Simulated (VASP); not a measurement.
# MgTlSe (P4/mmm) in VASP: notebook

MgTlSe is run at these levels: PBE; tasks: single point, relaxation of cell and atoms.

All numbers are computed with VASP 6.6.1; they aren't measurements. Logs are shortened: lines on timing, memory, paths and dates and some standing lists are left out, and cuts for length are marked.

## (1) The cell of the first run

The structure is tetragonal, space group P4/mmm (No. 123). The conventional cell has a = 3.696 Å, b = 3.696 Å, c = 6.699 Å, α = 90.00°, β = 90.00°, γ = 90.00°. Within 3.4 Å of Mg (site symmetry 4/mmm) lie 4 Se at 2.61 Å. Within 4.4 Å of Tl (site symmetry 4/mmm) lie 2 Se at 3.35 Å and 4 Tl at 3.70 Å and 8 Mg at 4.25 Å. Within 3.4 Å of Se (site symmetry 4/mmm) lie 4 Mg at 2.61 Å and 2 Tl at 3.35 Å.

## (2) Single point, PBE

The input, INCAR:

```
SYSTEM = MgTlSe
  ALGO = Normal
  EDIFF = 1E-6
  ENCUT = 520
  GGA = PE
  ISIF = 2
  ISMEAR = 0
  LASPH = .True.
  LCHARG = .False.
  LREAL = .False.
  LWAVE = .False.
  NBANDS = 18
  NELM = 60
  PREC = Accurate
  SIGMA = 0.1
```

The input, KPOINTS:

```
k-points
0
Gamma
  12 12 8
  0 0 0
```

The input, POSCAR:

```
MgTlSe
1.0
    3.6963107295      0.0000000000      0.0000000000
    0.0000000000      3.6963107295      0.0000000000
    0.0000000000      0.0000000000      6.6985614861
Mg Tl Se
1 1 1
Direct
    0.0000000000      0.0000000000      0.0000000000
    0.5000000000      0.5000000000      0.5000000000
    0.5000000000      0.5000000000      0.0000000000
```

Potentials or basis: VASP PAW PBE potentials, release 64 (Mg, Tl_d, Se).

The run is started by

```sh
cat potpaw_PBE.64/Mg/POTCAR potpaw_PBE.64/Tl_d/POTCAR potpaw_PBE.64/Se/POTCAR > POTCAR
mpirun -np 1 vasp_std > vasp.out
```

OUTCAR:

```text
SYSTEM = MgTlSe
   EDIFF = 1E-6
   ENCUT = 520
   GGA = PE
   ISIF = 2
   ISMEAR = 0
   LASPH = .True.
   LREAL = .False.
   NELM = 60
   PREC = Accurate

 ion  position               nearest neighbor table
   1  0.000  0.000  0.000-   3 2.61   3 2.61   3 2.61   3 2.61
   2  0.500  0.500  0.500-   3 3.35   3 3.35
   3  0.500  0.500  0.000-   1 2.61   1 2.61   1 2.61   1 2.61   2 3.35   2 3.35

  LATTYP: Found a simple tetragonal cell.
 ALAT       =     3.6963107295
 C/A-ratio  =     1.8122289970

  Lattice vectors:

 A1 = (   3.6963107295,   0.0000000000,   0.0000000000)
 A2 = (   0.0000000000,   3.6963107295,   0.0000000000)
 A3 = (   0.0000000000,   0.0000000000,   6.6985614861)

Analysis of symmetry for initial positions (statically):
=====================================================================
 Subroutine PRICEL returns:
 Original cell was already a primitive cell.

 Routine SETGRP: Setting up the symmetry group for a
 simple tetragonal supercell.

 Subroutine GETGRP returns: Found 16 space group operations
 (whereof 16 operations were pure point group operations)
 out of a pool of 16 trial point group operations.

The static configuration has the point symmetry D_4h.

Analysis of symmetry for dynamics (positions and initial velocities):
=====================================================================
 Subroutine PRICEL returns:
 Original cell was already a primitive cell.

 Routine SETGRP: Setting up the symmetry group for a
 simple tetragonal supercell.

 Subroutine GETGRP returns: Found 16 space group operations
 (whereof 16 operations were pure point group operations)
 out of a pool of 16 trial point group operations.

The dynamic configuration has the point symmetry D_4h.

 Subroutine INISYM returns: Found 16 space group operations
 (whereof 16 operations are pure point group operations),
 and found     1 'primitive' translations

----------------------------------------------------------------------------------------

                                     Primitive cell

  volume of cell :      91.5205

  direct lattice vectors                    reciprocal lattice vectors
     3.696310729  0.000000000  0.000000000     0.270540026  0.000000000  0.000000000
     0.000000000  3.696310729  0.000000000     0.000000000  0.270540026  0.000000000
     0.000000000  0.000000000  6.698561486     0.000000000  0.000000000  0.149285784

  length of vectors
     3.696310729  3.696310729  6.698561486     0.270540026  0.270540026  0.149285784

  position of ions in fractional coordinates (direct lattice)
     0.000000000  0.000000000  0.000000000
     0.500000000  0.500000000  0.500000000
     0.500000000  0.500000000  0.000000000

  ion indices of the primitive-cell ions
   primitive index   ion index
                 1           1
                 2           2
                 3           3

----------------------------------------------------------------------------------------

 KPOINTS: k-points

Automatic generation of k-mesh.
 Grid dimensions read from file:
 generate k-points for:   12   12    8

 Generating k-lattice:

  Cartesian coordinates                     Fractional coordinates (reciprocal lattice)
     0.022545002  0.000000000  0.000000000     0.083333333  0.000000000  0.000000000
     0.000000000  0.022545002  0.000000000     0.000000000  0.083333333  0.000000000
     0.000000000  0.000000000  0.018660723     0.000000000  0.000000000  0.125000000

  Length of vectors
     0.022545002  0.022545002  0.018660723

  Shift w.r.t. Gamma in fractional coordinates (k-lattice)
     0.000000000  0.000000000  0.000000000

 Subroutine IBZKPT returns following result:
 ===========================================

 Found    140 irreducible k-points:

 Following reciprocal coordinates:
            Coordinates               Weight
  0.000000  0.000000  0.000000      1.000000
  0.083333  0.000000  0.000000      4.000000
  0.166667  0.000000  0.000000      4.000000
  0.250000  0.000000  0.000000      4.000000
  0.333333  0.000000  0.000000      4.000000
  0.416667  0.000000  0.000000      4.000000
[... 16 lines left out ...]
  0.333333  0.333333  0.000000      4.000000
  0.416667  0.333333  0.000000      8.000000
 [... further k-points ...]
   k-points           NKPTS =    140   k-points in BZ     NKDIM =    140   number of bands    NBANDS=     18
   number of dos      NEDOS =    301   number of ions     NIONS =      3
   total plane-waves  NPLWV =  39200
   dimension x,y,z NGX =    28 NGY =   28 NGZ =   50
   dimension x,y,z NGXF=    56 NGYF=   56 NGZF=  100
   ions per type =               1   1   1
   NGX,Y,Z   is equivalent  to a cutoff of  12.59, 12.59, 12.41 a.u.
   NGXF,Y,Z  is equivalent  to a cutoff of  25.19, 25.19, 24.82 a.u.
 SYSTEM =  MgTlSe
   PREC   = accura    normal or accurate (medium, high low for compatibility)
   ISTART =      0    job   : 0-new  1-cont  2-samecut
   ICHARG =      2    charge: 1-file 2-atom 10-const
   ISPIN  =      1    spin polarized calculation?
   LNONCOLLINEAR =      F non collinear calculations
   LSORBIT =      F    spin-orbit coupling
   LASPH  =      T    aspherical Exc in radial PAW
   ENCUT  =  520.0 eV  38.22 Ry    6.18 a.u.   6.87  6.87 12.45*2*pi/ulx,y,z
   NELM   =     60;   NELMIN=  2; NELMDL= -5     # of ELM steps
   EDIFF  = 0.1E-05   stopping-criterion for ELM
   LREAL  =      F    real-space projection
   EDIFFG = 0.1E-04   stopping-criterion for IOM
   NSW    =      0    number of steps for IOM
   IBRION =     -1    ionic relax: 0-MD 1-quasi-New 2-CG
   NFREE  =      0    steps in history (QN), initial steepest desc. (CG)
   ISIF   =      2    stress and relaxation
   ISYM   =      2    0-nonsym 1-usesym 2-fastsym
   POTIM  = 0.5000    time-step for ionic-motion
   TEBEG  =    0.0;   TEEND  =   0.0 temperature during run
   PSTRESS=    0.0 pullay stress
   NELECT =      21.0000    total number of electrons
   NUPDOWN=      -1.0000    fix difference up-down
   EMIN   =  10.00;   EMAX   =-10.00  energy-range for DOS
   EFERMI =   0.00;   METHOD = LEGACY
   ISMEAR =     0;   SIGMA  =   0.10  broadening in eV -4-tet -1-fermi 0-gaus
   EFERMI_NEDOS =   21; number of points for ismear=-14 and -15
   IALGO  =     38    algorithm
   IMIX   =      4    mixing-type and parameters
     AMIX     =   0.40;   BMIX     =  1.00
     AMIX_MAG =   1.60;   BMIX_MAG =  1.00
  volume/ion in A,a.u.               =      30.51       205.87
  Fermi-wavevector in a.u.,A,eV,Ry     =   1.002248  1.893974 13.667060  1.004501
  Thomas-Fermi vector in A             =   2.134723
   LORBIT       =      0    0 simple, 1 ext, 2 COOP (PROOUT), +10 PAW based schemes
   GGA     = PE    functional components
   LHFCALC =     F    Hartree Fock is set to
   AEXX    =    0.0000 exact exchange contribution
   IVDW    =     0    specifies the selected vdW correction
   LEPSILON=     F    determine dielectric tensor
   LRPA    =     F    only Hartree local field effects (RPA)
 non-spin polarized calculation
 Gauss-broadening in eV      SIGMA  =   0.10
  energy-cutoff  :      520.00
  volume of cell :       91.52
 maximum number of plane-waves:      2498
 NGX is ok and might be reduce to    28
   NGX = 13   NGY = 13   NGZ = 25

 number of electron      21.0000003 magnetization

 Free energy of the ion-electron system (eV)
  ---------------------------------------------------
  ext. energy  EPLUGINS =         0.00000000
  ---------------------------------------------------
  free energy    TOTEN  =        -8.81643728 eV

  energy without entropy =       -8.81117062  energy(sigma->0) =       -8.81380395

 E-fermi :   3.5677     XC(G=0):  -8.4584

 val. band max:        3.5427756522   @ k =   0.5000   0.4167   0.5000
 cond. band min:       3.5747754253   @ k =   0.3333   0.0000   0.1250
 fundamental gap:      0.0319997731
 Fermi energy:         3.5676892772

 k-point     1 :       0.0000    0.0000    0.0000
  band No.  band energies     occupation
      1     -10.5355      2.00000
      2      -8.1517      2.00000
      3      -8.0199      2.00000
      4      -7.9108      2.00000
      5      -7.9108      2.00000
      6      -7.8368      2.00000
[... 10 lines left out ...]
     17      10.5418      0.00000
     18      11.6712      0.00000

 k-point     2 :       0.0833    0.0000    0.0000
  band No.  band energies     occupation
      1     -10.5008      2.00000
      2      -8.1397      2.00000
      3      -8.0122      2.00000
      4      -7.9184      2.00000
      5      -7.9102      2.00000
      6      -7.8426      2.00000
[... 10 lines left out ...]
     17      10.7083      0.00000
     18      11.6242      0.00000

 k-point     3 :       0.1667    0.0000    0.0000
  band No.  band energies     occupation
      1     -10.4024      2.00000
      2      -8.1126      2.00000
      3      -7.9852      2.00000
      4      -7.9390      2.00000
      5      -7.9085      2.00000
      6      -7.8585      2.00000
[... 10 lines left out ...]
     17      10.9462      0.00000
     18      11.4480      0.00000

 k-point     4 :       0.2500    0.0000    0.0000
  band No.  band energies     occupation
      1     -10.2595      2.00000
      2      -8.0883      2.00000
      3      -7.9667      2.00000
      4      -7.9358      2.00000
      5      -7.9061      2.00000
      6      -7.8801      2.00000
[... 375 lines left out ...]
      4      -7.9533      2.00000
      5      -7.9197      2.00000
      6      -7.7972      2.00000
[... 10 lines left out ...]
     17      10.4929      0.00000
     18      10.6135      0.00000

 k-point    23 :       0.3333    0.3333    0.0000
  band No.  band energies     occupation
      1      -9.7380      2.00000
      2      -7.9881      2.00000
      3      -7.9846      2.00000
      4      -7.9808      2.00000
      5      -7.8700      2.00000
      6      -7.8456      2.00000
[... 10 lines left out ...]
     17      10.5856      0.00000
     18      10.8162      0.00000

 k-point    24 :       0.4167    0.3333    0.0000
  band No.  band energies     occupation
      1      -9.6365      2.00000
      2      -8.0084      2.00000
      3      -8.0016      2.00000
      4      -7.9799      2.00000
      5      -7.8613      2.00000
      6      -7.7963      2.00000
[... 10 lines left out ...]
     17       9.8285      0.00000
     18       9.9140      0.00000

 [... further k-points ...]
[... 5 lines left out ...]
  --------------------------------------------------------------------------------------
  -------------------------------------------------------------------------------------
  Total       -0.0319879     -0.0319879     -0.0181434      0.0000000     -0.0000000      0.0000000
  in kB       -0.5599864     -0.5599864     -0.3176230      0.0000000     -0.0000000      0.0000000
  external PRESSURE =      -0.4791986 kB  Pullay stress =       0.0000000 kB

 VOLUME and BASIS-vectors are now :
 -----------------------------------------------------------------------------
  energy-cutoff  :      520.00
  volume of cell :       91.52
      direct lattice vectors                 reciprocal lattice vectors
     3.696310729  0.000000000  0.000000000     0.270540026  0.000000000  0.000000000
     0.000000000  3.696310729  0.000000000     0.000000000  0.270540026  0.000000000
     0.000000000  0.000000000  6.698561486     0.000000000  0.000000000  0.149285784

 POSITION                                       TOTAL-FORCE (eV/Angst)
 -----------------------------------------------------------------------------------
      0.00000      0.00000      0.00000         0.000000      0.000000      0.000000
      1.84816      1.84816      3.34928         0.000000      0.000000      0.000000
      1.84816      1.84816      0.00000         0.000000      0.000000      0.000000
 -----------------------------------------------------------------------------------
    total drift:                                0.000000      0.000000      0.000000

  FREE ENERGIE OF THE ION-ELECTRON SYSTEM (eV)
  ---------------------------------------------------
  free  energy   TOTEN  =        -8.8164372842 eV

  energy  without entropy=       -8.8111706217  energy(sigma->0) =       -8.81380395
```

Wall time 1.8 min (1 thread of Oxide Virtual Turin-like, shared host); peak memory 0.36 GiB.

Results:

```yaml
Free_energy: -8.8164 eV
Pressure: 0.0 GPa
```

Levels at points of the mesh, in eV from the Fermi level:
| k point | band 9 | band 10 | band 11 | band 12 | band 13 | band 14 |
| --- | --- | --- | --- | --- | --- | --- |
| (0.00, 0.00, 0.00) | -2.50 | -2.50 | 0.72 | 2.63 | 3.56 | 5.33 |
| (0.50, 0.00, 0.00) | -3.53 | -2.03 | -1.06 | 1.27 | 3.66 | 4.26 |
| (0.50, 0.50, 0.00) | -4.17 | -2.73 | -0.32 | 0.58 | 0.58 | 3.72 |
| (0.00, 0.00, 0.50) | -2.48 | -2.48 | -0.70 | 1.90 | 3.57 | 4.54 |
| (0.50, 0.00, 0.50) | -2.01 | -1.89 | -1.71 | 1.61 | 3.45 | 3.84 |
| (0.50, 0.50, 0.50) | -4.78 | -1.15 | -0.25 | 0.10 | 0.10 | 2.82 |

Caveat: spin-orbit coupling is left out, which moves the levels of the heavy elements.

## (3) Relaxation of cell and atoms, PBE

The input, INCAR:

```
PREC     = Accurate       # precision mode
ENCUT    = 600            # plane-wave cutoff, eV
EDIFF    = 1E-6           # SCF threshold, eV
ISMEAR   = 0              # smearing method
SIGMA    = 0.1            # smearing width, eV
LREAL    = F              # projectors in reciprocal space
LASPH    = T              # aspherical terms in the spheres
NELM     = 100            # most SCF steps
ALGO     = Normal         # electronic algorithm
ISIF     = 3              # what is computed and relaxed
LWAVE    = F              # write WAVECAR
LCHARG   = F              # write CHGCAR
GGA      = PE             # functional
IBRION   = 2              # ionic algorithm
NSW      = 100            # ionic steps
EDIFFG   = -0.01          # ionic threshold
```

The input, KPOINTS:

```
regular mesh
0
Gamma
  12 12 8
```

The input, POSCAR:

```
MgTlSe
1.0
    3.6928970931      0.0000000000      0.0000000000
    0.0000000000      3.6928970931      0.0000000000
    0.0000000000      0.0000000000      6.7165754861
Mg Tl Se
1 1 1
Direct
    0.0000000000      0.0000000000      0.0000000000
    0.5000000000      0.5000000000      0.5000000000
    0.5000000000      0.5000000000      0.0000000000
```

Potentials or basis: VASP PAW PBE potentials, release 64 (Mg, Tl_d, Se).

The run is started by

```sh
cat potpaw_PBE.64/Mg/POTCAR potpaw_PBE.64/Tl_d/POTCAR potpaw_PBE.64/Se/POTCAR > POTCAR
mpirun -np 1 vasp_std > vasp.out
```

Run time: 3.1 min. Hardware: 1 thread of Oxide Virtual Turin-like, shared host; peak memory 0.42 GiB.

It converged, with:

| Property | Result |
| --- | --- |
| Free energy | -8.8165 eV |
| Energy gained by relaxing | 0.0 meV/atom |
| Ionic steps | 3 |
| Pressure after relaxing | 0.0 GPa |

Final structure:
```
Mg Tl Se
1.0
     3.69645    0.00000    0.00000
     0.00000    3.69645    0.00000
     0.00000    0.00000    6.70332
Mg Tl Se
1 1 1
Direct
  0.00000 0.00000 0.00000
  0.50000 0.50000 0.50000
  0.50000 0.50000 0.00000
```

Levels at points of the mesh, in eV from the Fermi level:
```tsv
k point	band 7	band 8	band 9	band 10	band 11	band 12	band 13	band 14
(0.00, 0.00, 0.00)	-7.07	-4.54	-2.50	-2.50	0.72	2.62	3.56	5.33
(0.50, 0.00, 0.00)	-6.23	-5.57	-3.52	-2.03	-1.06	1.27	3.66	4.25
(0.50, 0.50, 0.00)	-5.16	-5.16	-4.17	-2.73	-0.32	0.58	0.58	3.72
(0.00, 0.00, 0.50)	-7.57	-2.72	-2.48	-2.48	-0.70	1.90	3.57	4.54
(0.50, 0.00, 0.50)	-6.16	-6.10	-2.01	-1.90	-1.71	1.61	3.45	3.84
(0.50, 0.50, 0.50)	-5.11	-5.11	-4.78	-1.16	-0.25	0.10	0.10	2.82
```

Caveat: spin-orbit coupling is left out, which moves the levels of the heavy elements.
